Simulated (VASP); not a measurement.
# Fe2O3 (Pn-3m) in VASP: notebook

Runs on Fe2O3. Level: PBE. Tasks: single point.

Everything below comes from runs of VASP 6.6.1. Logs are shortened: lines on timing, memory, paths and dates and some standing lists are left out, and cuts for length are marked.

### 1 The cell of the first run

The structure is cubic, space group Pn-3m (No. 224). The conventional cell has a = 4.584 Å, b = 4.584 Å, c = 4.584 Å, α = 90.00°, β = 90.00°, γ = 90.00°. Fe (site symmetry -3m) has 6 O at 1.98 Å within 2.6 Å. O (site symmetry -42m) has 4 Fe at 1.98 Å and 4 O at 2.29 Å within 2.6 Å.

### 2 Single point, PBE

INCAR

```
  ALGO = Normal
  EDIFF = 1E-6
  ENCUT = 520
  GGA = PE
  ISIF = 2
  ISMEAR = -1
  LASPH = T
  LCHARG = T
  LELF = T
  LREAL = F
  LVHAR = T
  LWAVE = F
  NBANDS = 45
  NELM = 80
  PREC = Accurate
  SIGMA = 0.06122561905347299
```

KPOINTS

```
k-points
0
Gamma
  12 12 12
```

POSCAR

```
Fe2O3
1.0
    4.5838209668      0.0000000000      0.0000000000
    0.0000000000      4.5838209668      0.0000000000
    0.0000000000      0.0000000000      4.5838209668
Fe O
4 6
Direct
    0.2500000000      0.2500000000      0.2500000000
    0.7500000000      0.7500000000      0.2500000000
    0.7500000000      0.2500000000      0.7500000000
    0.2500000000      0.7500000000      0.7500000000
    0.5000000000      0.0000000000      0.0000000000
    0.0000000000      0.5000000000      0.0000000000
    0.0000000000      0.0000000000      0.5000000000
    0.5000000000      0.5000000000      0.0000000000
    0.5000000000      0.0000000000      0.5000000000
    0.0000000000      0.5000000000      0.5000000000
```

Potentials or basis: VASP PAW PBE potentials, release 64 (Fe, O).

Run with:

```bash
cat potpaw_PBE.64/Fe/POTCAR potpaw_PBE.64/O/POTCAR > POTCAR
mpirun -np 1 vasp_std > vasp.out
```

OUTCAR:

```text
EDIFF = 1E-6
   ENCUT = 520
   GGA = PE
   ISIF = 2
   ISMEAR = -1
   LASPH = T
   LREAL = F
   NELM = 80
   PREC = Accurate

 ion  position               nearest neighbor table
   1  0.250  0.250  0.250-   5 1.98   6 1.98   7 1.98   8 1.98   9 1.98  10 1.98
   2  0.750  0.750  0.250-   5 1.98   6 1.98   7 1.98   8 1.98   9 1.98  10 1.98
   3  0.750  0.250  0.750-   5 1.98   6 1.98   7 1.98   8 1.98   9 1.98  10 1.98
   4  0.250  0.750  0.750-   5 1.98   6 1.98   7 1.98   8 1.98   9 1.98  10 1.98
   5  0.500  0.000  0.000-   1 1.98   2 1.98   3 1.98   4 1.98
   6  0.000  0.500  0.000-   1 1.98   2 1.98   3 1.98   4 1.98
   7  0.000  0.000  0.500-   1 1.98   2 1.98   3 1.98   4 1.98
   8  0.500  0.500  0.000-   1 1.98   2 1.98   3 1.98   4 1.98
   9  0.500  0.000  0.500-   1 1.98   2 1.98   3 1.98   4 1.98
  10  0.000  0.500  0.500-   1 1.98   2 1.98   3 1.98   4 1.98

  LATTYP: Found a simple cubic cell.
 ALAT       =     4.5838209668

  Lattice vectors:

 A1 = (   4.5838209668,   0.0000000000,   0.0000000000)
 A2 = (   0.0000000000,   4.5838209668,   0.0000000000)
 A3 = (   0.0000000000,   0.0000000000,   4.5838209668)

Analysis of symmetry for initial positions (statically):
=====================================================================
 Subroutine PRICEL returns:
 Original cell was already a primitive cell.

 Routine SETGRP: Setting up the symmetry group for a
 simple cubic supercell.

 Subroutine GETGRP returns: Found 48 space group operations
 (whereof 24 operations were pure point group operations)
 out of a pool of 48 trial point group operations.

The static configuration has the point symmetry T_d .
 The point group associated with its full space group is O_h .

Analysis of symmetry for dynamics (positions and initial velocities):
=====================================================================
 Subroutine PRICEL returns:
 Original cell was already a primitive cell.

 Routine SETGRP: Setting up the symmetry group for a
 simple cubic supercell.

 Subroutine GETGRP returns: Found 48 space group operations
 (whereof 24 operations were pure point group operations)
 out of a pool of 48 trial point group operations.

The dynamic configuration has the point symmetry T_d .
 The point group associated with its full space group is O_h .

 Subroutine INISYM returns: Found 48 space group operations
 (whereof 24 operations are pure point group operations),
 and found     1 'primitive' translations

----------------------------------------------------------------------------------------

                                     Primitive cell

  volume of cell :      96.3126

  direct lattice vectors                    reciprocal lattice vectors
     4.583820967  0.000000000  0.000000000     0.218158608  0.000000000  0.000000000
     0.000000000  4.583820967  0.000000000     0.000000000  0.218158608  0.000000000
     0.000000000  0.000000000  4.583820967     0.000000000  0.000000000  0.218158608

  length of vectors
     4.583820967  4.583820967  4.583820967     0.218158608  0.218158608  0.218158608

  position of ions in fractional coordinates (direct lattice)
     0.250000000  0.250000000  0.250000000
     0.750000000  0.750000000  0.250000000
     0.750000000  0.250000000  0.750000000
     0.250000000  0.750000000  0.750000000
     0.500000000  0.000000000  0.000000000
     0.000000000  0.500000000  0.000000000
     0.000000000  0.000000000  0.500000000
     0.500000000  0.500000000  0.000000000
     0.500000000  0.000000000  0.500000000
     0.000000000  0.500000000  0.500000000

  ion indices of the primitive-cell ions
   primitive index   ion index
                 1           1
                 2           2
                 3           3
                 4           4
                 5           5
                 6           6
                 7           7
                 8           8
                 9           9
                10          10

----------------------------------------------------------------------------------------

 KPOINTS: k-points

Automatic generation of k-mesh.
 Grid dimensions read from file:
 generate k-points for:   12   12   12

 Generating k-lattice:

  Cartesian coordinates                     Fractional coordinates (reciprocal lattice)
     0.018179884  0.000000000  0.000000000     0.083333333  0.000000000  0.000000000
     0.000000000  0.018179884  0.000000000     0.000000000  0.083333333  0.000000000
     0.000000000  0.000000000  0.018179884     0.000000000  0.000000000  0.083333333

  Length of vectors
     0.018179884  0.018179884  0.018179884

  Shift w.r.t. Gamma in fractional coordinates (k-lattice)
     0.000000000  0.000000000  0.000000000

 Subroutine IBZKPT returns following result:
 ===========================================

 Found     84 irreducible k-points:

 Following reciprocal coordinates:
            Coordinates               Weight
  0.000000  0.000000  0.000000      1.000000
  0.083333  0.000000  0.000000      6.000000
  0.166667  0.000000  0.000000      6.000000
  0.250000  0.000000  0.000000      6.000000
  0.333333  0.000000  0.000000      6.000000
  0.416667  0.000000  0.000000      6.000000
[... 16 lines left out ...]
  0.333333  0.333333  0.000000     12.000000
  0.416667  0.333333  0.000000     24.000000
 [... further k-points ...]
   k-points           NKPTS =     84   k-points in BZ     NKDIM =     84   number of bands    NBANDS=     45
   number of dos      NEDOS =    301   number of ions     NIONS =     10
   total plane-waves  NPLWV =  46656
   dimension x,y,z NGX =    36 NGY =   36 NGZ =   36
   dimension x,y,z NGXF=    72 NGYF=   72 NGZF=   72
   ions per type =               4   6
   NGX,Y,Z   is equivalent  to a cutoff of  13.06, 13.06, 13.06 a.u.
   NGXF,Y,Z  is equivalent  to a cutoff of  26.11, 26.11, 26.11 a.u.
 SYSTEM =  unknown system
   PREC   = accura    normal or accurate (medium, high low for compatibility)
   ISTART =      0    job   : 0-new  1-cont  2-samecut
   ICHARG =      2    charge: 1-file 2-atom 10-const
   ISPIN  =      1    spin polarized calculation?
   LNONCOLLINEAR =      F non collinear calculations
   LSORBIT =      F    spin-orbit coupling
   LASPH  =      T    aspherical Exc in radial PAW
   ENCUT  =  520.0 eV  38.22 Ry    6.18 a.u.   8.52  8.52  8.52*2*pi/ulx,y,z
   NELM   =     80;   NELMIN=  2; NELMDL= -5     # of ELM steps
   EDIFF  = 0.1E-05   stopping-criterion for ELM
   LREAL  =      F    real-space projection
   EDIFFG = 0.1E-04   stopping-criterion for IOM
   NSW    =      0    number of steps for IOM
   IBRION =     -1    ionic relax: 0-MD 1-quasi-New 2-CG
   NFREE  =      0    steps in history (QN), initial steepest desc. (CG)
   ISIF   =      2    stress and relaxation
   ISYM   =      2    0-nonsym 1-usesym 2-fastsym
   POTIM  = 0.5000    time-step for ionic-motion
   TEBEG  =    0.0;   TEEND  =   0.0 temperature during run
   PSTRESS=    0.0 pullay stress
   NELECT =      68.0000    total number of electrons
   NUPDOWN=      -1.0000    fix difference up-down
   EMIN   =  10.00;   EMAX   =-10.00  energy-range for DOS
   EFERMI =   0.00;   METHOD = LEGACY
   ISMEAR =    -1;   SIGMA  =   0.06  broadening in eV -4-tet -1-fermi 0-gaus
   EFERMI_NEDOS =   21; number of points for ismear=-14 and -15
   IALGO  =     38    algorithm
   IMIX   =      4    mixing-type and parameters
     AMIX     =   0.40;   BMIX     =  1.00
     AMIX_MAG =   1.60;   BMIX_MAG =  1.00
  volume/ion in A,a.u.               =       9.63        64.99
  Fermi-wavevector in a.u.,A,eV,Ry     =   1.457751  2.754751 28.912916  2.125039
  Thomas-Fermi vector in A             =   2.574516
   LORBIT       =      0    0 simple, 1 ext, 2 COOP (PROOUT), +10 PAW based schemes
   GGA     = PE    functional components
   LHFCALC =     F    Hartree Fock is set to
   AEXX    =    0.0000 exact exchange contribution
   IVDW    =     0    specifies the selected vdW correction
   LEPSILON=     F    determine dielectric tensor
   LRPA    =     F    only Hartree local field effects (RPA)
 non-spin polarized calculation
  energy-cutoff  :      520.00
  volume of cell :       96.31
 maximum number of plane-waves:      2624
 NGX is ok and might be reduce to    36
   NGX = 17   NGY = 17   NGZ = 17

 number of electron      67.9999995 magnetization

 Free energy of the ion-electron system (eV)
  ---------------------------------------------------
  ext. energy  EPLUGINS =         0.00000000
  ---------------------------------------------------
  free energy    TOTEN  =       -70.26867831 eV

  energy without entropy =      -70.09095416  energy(sigma->0) =      -70.17981623

 E-fermi :   4.2625     XC(G=0): -11.8963

 val. band max:        4.2614537937   @ k =   0.4167   0.3333   0.0000
 cond. band min:       4.2651722281   @ k =   0.5000   0.5000   0.3333
 fundamental gap:      0.0037184344
 Fermi energy:         4.2624689306

 k-point     1 :       0.0000    0.0000    0.0000
  band No.  band energies     occupation
      1     -16.2358      2.00000
      2     -14.7388      2.00000
      3     -14.7388      2.00000
      4     -13.6226      2.00000
      5     -13.6226      2.00000
      6     -12.6650      2.00000
[... 37 lines left out ...]
     44       6.8620      0.00000
     45       7.9901      0.00000

 k-point     2 :       0.0833    0.0000    0.0000
  band No.  band energies     occupation
      1     -16.2119      2.00000
      2     -14.7644      2.00000
      3     -14.7229      2.00000
      4     -13.6455      2.00000
      5     -13.6123      2.00000
      6     -12.6938      2.00000
[... 1048 lines left out ...]
 k-point    24 :       0.4167    0.3333    0.0000
  band No.  band energies     occupation
      1     -15.4203      2.00000
      2     -15.1351      2.00000
      3     -14.4896      2.00000
      4     -14.2277      2.00000
      5     -13.5545      2.00000
      6     -13.4159      2.00000
[... 37 lines left out ...]
     44       6.6520      0.00000
     45      10.6810      0.00000

 [... further k-points ...]

------------------------ aborting loop because EDIFF is reached ----------------------------------------

  FORCE on cell =-STRESS in cart. coord.  units (eV):
  Direction    XX          YY          ZZ          XY          YZ          ZX
  --------------------------------------------------------------------------------------
  -------------------------------------------------------------------------------------
  Total       -6.7431322     -6.7431322     -6.7431322     -0.0000000     -0.0000000     -0.0000000
  in kB     -112.1732536   -112.1732536   -112.1732536     -0.0000000     -0.0000000     -0.0000000
  external PRESSURE =    -112.1732536 kB  Pullay stress =       0.0000000 kB

 VOLUME and BASIS-vectors are now :
 -----------------------------------------------------------------------------
  energy-cutoff  :      520.00
  volume of cell :       96.31
      direct lattice vectors                 reciprocal lattice vectors
     4.583820967  0.000000000  0.000000000     0.218158608  0.000000000  0.000000000
     0.000000000  4.583820967  0.000000000     0.000000000  0.218158608  0.000000000
     0.000000000  0.000000000  4.583820967     0.000000000  0.000000000  0.218158608

 POSITION                                       TOTAL-FORCE (eV/Angst)
 -----------------------------------------------------------------------------------
      1.14596      1.14596      1.14596         0.000000      0.000000      0.000000
      3.43787      3.43787      1.14596         0.000000     -0.000000      0.000000
      3.43787      1.14596      3.43787        -0.000000     -0.000000     -0.000000
      1.14596      3.43787      3.43787        -0.000000     -0.000000      0.000000
      2.29191      0.00000      0.00000        -0.000000      0.000000      0.000000
      0.00000      2.29191      0.00000        -0.000000      0.000000      0.000000
      0.00000      0.00000      2.29191        -0.000000      0.000000      0.000000
      2.29191      2.29191      0.00000        -0.000000      0.000000      0.000000
      2.29191      0.00000      2.29191        -0.000000      0.000000     -0.000000
      0.00000      2.29191      2.29191        -0.000000      0.000000     -0.000000
 -----------------------------------------------------------------------------------
    total drift:                               -0.000000      0.000000     -0.000000

  FREE ENERGIE OF THE ION-ELECTRON SYSTEM (eV)
  ---------------------------------------------------
  free  energy   TOTEN  =       -70.2686783060 eV

  energy  without entropy=      -70.0909541592  energy(sigma->0) =      -70.17981623
```

It took 7.2 min on 1 thread of Oxide Virtual Turin-like, shared host; peak memory 0.35 GiB.

Results:

```
Free energy            : -70.2687 eV
Pressure               : -11.2 GPa
Band gap on the k mesh : zero (band 34 reaches 4.57 eV, above the bottom of band 35 at 4.26 eV)
```

Caveat: the run has no spin polarisation, though such a crystal can be magnetic; semilocal functionals often make such compounds metallic where correlation or magnetic order opens a gap, which also shifts bond lengths.

### 3 Single point, PBE

This run uses another cell than the first one, of 8.90 Å³/atom, 0.925 times its volume.

INCAR

```
SYSTEM = Fe2O3
PREC = Accurate
ENCUT = 520
EDIFF = 1E-6
ISMEAR = -1
SIGMA = 0.06122561905347299
LREAL = .FALSE.
LASPH = .TRUE.
NELM = 60
ALGO = Normal
ISIF = 2
LWAVE = .FALSE.
LCHARG = .FALSE.
GGA = PE
NBANDS = 45
```

KPOINTS

```
Automatic mesh
0
G
  12 12 12
  0 0 0
```

POSCAR: that of step 2 with these lines changed.

```diff
@@ -2,5 +2,5 @@
 1.0
-    4.5838209668      0.0000000000      0.0000000000
-    0.0000000000      4.5838209668      0.0000000000
-    0.0000000000      0.0000000000      4.5838209668
+    4.4654755615      0.0000000000      0.0000000000
+    0.0000000000      4.4654755615      0.0000000000
+    0.0000000000      0.0000000000      4.4654755615
 Fe O
```

Potentials or basis: VASP PAW PBE potentials, release 64 (Fe, O).

Run with:

```bash
cat potpaw_PBE.64/Fe/POTCAR potpaw_PBE.64/O/POTCAR > POTCAR
mpirun -np 1 vasp_std > vasp.out
```

It took 7.8 min on 1 thread of Oxide Virtual Turin-like, shared host; peak memory 0.33 GiB.

Results (log left out):

```yaml
Free_energy: -70.3884 eV
Pressure: 6.8 GPa
Band_gap_on_the_k_mesh: zero (band 34 reaches 5.52 eV, above the bottom of band 35 at 5.16 eV)
```

Levels at points of the mesh, in eV from the Fermi level:
```tsv
k point	band 31	band 32	band 33	band 34	band 35	band 36	band 37	band 38
(0.00, 0.00, 0.00)	-0.47	-0.47	-0.47	0.35	0.35	0.35	0.64	0.64
(0.50, 0.00, 0.00)	-0.35	-0.35	0.03	0.03	0.17	0.17	1.16	1.16
(0.50, 0.50, 0.00)	-0.33	-0.33	-0.03	-0.03	0.09	0.09	1.48	1.48
(0.50, 0.50, 0.50)	-0.64	-0.64	-0.64	0.06	0.06	0.06	0.86	0.86
```

Caveat: the run has no spin polarisation, though such a crystal can be magnetic; semilocal functionals often make such compounds metallic where correlation or magnetic order opens a gap, which also shifts bond lengths. With open d or f shells a metallic result of PBE can be an artefact of self-interaction; +U or a hybrid may open a gap.

### 4 Single point, PBE

This run uses another cell than the first one, of 9.09 Å³/atom, 0.943 times its volume.

INCAR

```
SYSTEM = Fe2O3
ALGO = Normal
EDIFF = 1E-7
ENCUT = 520
GGA = PE
ISIF = 2
ISMEAR = -1
LASPH = .TRUE.
LCHARG = .FALSE.
LREAL = .FALSE.
LWAVE = .FALSE.
NBANDS = 45
NELM = 100
PREC = Accurate
SIGMA = 0.06122561905347299
```

KPOINTS

```
k-points
0
G
  12 12 12
  0 0 0
```

POSCAR: that of step 3 with these lines changed.

```diff
@@ -2,5 +2,5 @@
 1.0
-    4.4654755615      0.0000000000      0.0000000000
-    0.0000000000      4.4654755615      0.0000000000
-    0.0000000000      0.0000000000      4.4654755615
+    4.4956486089      0.0000000000      0.0000000000
+    0.0000000000      4.4956486089      0.0000000000
+    0.0000000000      0.0000000000      4.4956486089
 Fe O
```

Run with:

```bash
cat potpaw_PBE.64/Fe/POTCAR potpaw_PBE.64/O/POTCAR > POTCAR
mpirun -np 1 vasp_std > vasp.out
```

It took 8.6 min on 1 thread of Oxide Virtual Turin-like, shared host; peak memory 0.33 GiB.

It converged, with:

| Item | Value |
| --- | --- |
| Free energy | -70.4376 eV |
| Pressure | 1.5 GPa |
| Band gap on the k mesh | zero (band 34 reaches 5.27 eV, above the bottom of band 35 at 4.92 eV) |

Levels at points of the mesh, in eV from the Fermi level:
| k point | band 31 | band 32 | band 33 | band 34 | band 35 | band 36 | band 37 | band 38 |
| --- | --- | --- | --- | --- | --- | --- | --- | --- |
| (0.00, 0.00, 0.00) | -0.45 | -0.45 | -0.45 | 0.34 | 0.34 | 0.34 | 0.59 | 0.59 |
| (0.50, 0.00, 0.00) | -0.34 | -0.34 | 0.03 | 0.03 | 0.16 | 0.16 | 1.11 | 1.11 |
| (0.50, 0.50, 0.00) | -0.32 | -0.32 | -0.03 | -0.03 | 0.09 | 0.09 | 1.44 | 1.44 |
| (0.50, 0.50, 0.50) | -0.62 | -0.62 | -0.62 | 0.05 | 0.05 | 0.05 | 0.81 | 0.81 |

Caveat: the run has no spin polarisation, though such a crystal can be magnetic; semilocal functionals often make such compounds metallic where correlation or magnetic order opens a gap, which also shifts bond lengths. Spin polarisation is off, so any magnetic state and its effect on volume and gap are missing.

### 5 The runs side by side

```csv
cell,gap on the mesh (eV),pressure (GPa)
"a = 4.584 Å, 10 atoms",none,-11.2
"a = 4.465 Å, 10 atoms",none,6.8
"a = 4.496 Å, 10 atoms",none,1.5
```

Alike in all rows: task single point; level PBE; potentials or basis VASP PAW PBE potentials, release 64 (Fe, O); no spin polarisation; k mesh 12 × 12 × 12; cutoff (eV) 520; smearing fermi-dirac 0.0612256 eV.

Caveats: the run has no spin polarisation, though such a crystal can be magnetic; semilocal functionals often make such compounds metallic where correlation or magnetic order opens a gap, which also shifts bond lengths.

Total energies depend on the potentials used, so only differences within one code and one set of settings carry meaning.
